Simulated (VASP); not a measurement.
Here is a VASP 6.6.1 calculation.

INCAR

```
SYSTEM = InO
PREC = Accurate ; ENCUT = 520
EDIFF = 1E-6 ; ISMEAR = 0
SIGMA = 0.03 ; LREAL = .False.
LASPH = .True. ; NELM = 100
ALGO = Normal ; ISIF = 2
LWAVE = .False. ; LCHARG = .False.
GGA = PE ; NBANDS = 27
```

KPOINTS

```
regular mesh
0
Gamma
  12 12 2
  0 0 0
```

File POSCAR:

```
InO
1.0
    3.4536138013      0.0000000000      0.0000000000
   -1.7268069007      2.9909172868      0.0000000000
    0.0000000000      0.0000000000     16.2740275000
In O
2 2
Direct
    0.6666666667      0.3333333333      0.5900210000
    0.6666666667      0.3333333333      0.4099790000
    0.0000000000      0.0000000000      0.6398670000
    0.0000000000      0.0000000000      0.3601330000
```

Potentials or basis: VASP PAW PBE potentials, release 64 (In_d, O).

The run is started by

```console
$ cat potpaw_PBE.64/In_d/POTCAR potpaw_PBE.64/O/POTCAR > POTCAR
$ mpirun -np 1 vasp_std > vasp.out
```

Q: What does it give for the band gap on the k mesh?

A: 0.27 eV (least direct gap 1.05 eV).

Q: Predict the largest force.

A: 0.175 eV/Å.

Forces in eV/Å, atoms in the order of the input:
```
In   0.000  0.000 -0.120
In   0.000  0.000  0.120
O    0.000  0.000 -0.175
O    0.000  0.000  0.175
```

Caveat: the cell differs from its parent crystal (strain +0.000 along x and y, +0.025 along z); spin-orbit coupling is left out, which moves the levels of the heavy elements.
